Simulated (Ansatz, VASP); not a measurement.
**HfB in VASP and in Ansatz**

```xyz
2
Lattice="0.0000 2.1252 2.1252 2.1252 0.0000 2.1252 2.1252 2.1252 0.0000" Properties=species:S:1:pos:R:3 pbc="T T T"
Hf    2.1252    2.1252    2.1252
B     0.0000    0.0000    0.0000
```

Change from the starting cell: strain -0.080 along x and y, -0.080 along z, atoms carried along.

Alike in both runs: task single point; functional PBEsol; k mesh 18 × 18 × 18; occupations gaussian, width 0.15 eV; no spin polarisation.

```csv
,VASP,Ansatz
version,VASP 6.6.1,Ansatz 0.2.0
potentials or method,"VASP PAW PBE potentials, release 64 (Hf_pv, B), cutoff 520 eV","scalar-relativistic, plane waves, PAW"
valence electrons in the cell,13,29
```

|  | VASP | Ansatz | Ansatz less VASP |
| --- | --- | --- | --- |
| gap on the k mesh at the Fermi level (eV) | none | none | - |
| pressure (GPa) | 128.3 | 123.8 | -4.55 |

VASP's potentials were made for PBE, not for PBEsol. A gap of «none» marks a metal or a gap that the smearing closes. Both programs put the cell under a high pressure, so it lies far from rest at this level. VASP's potentials hold 13 valence electrons a cell and Ansatz's 29, so a difference there can come from the potentials and not from the codes.

Spin-orbit coupling is off throughout. Noted on VASP's run: the cell as given lies far from equilibrium.
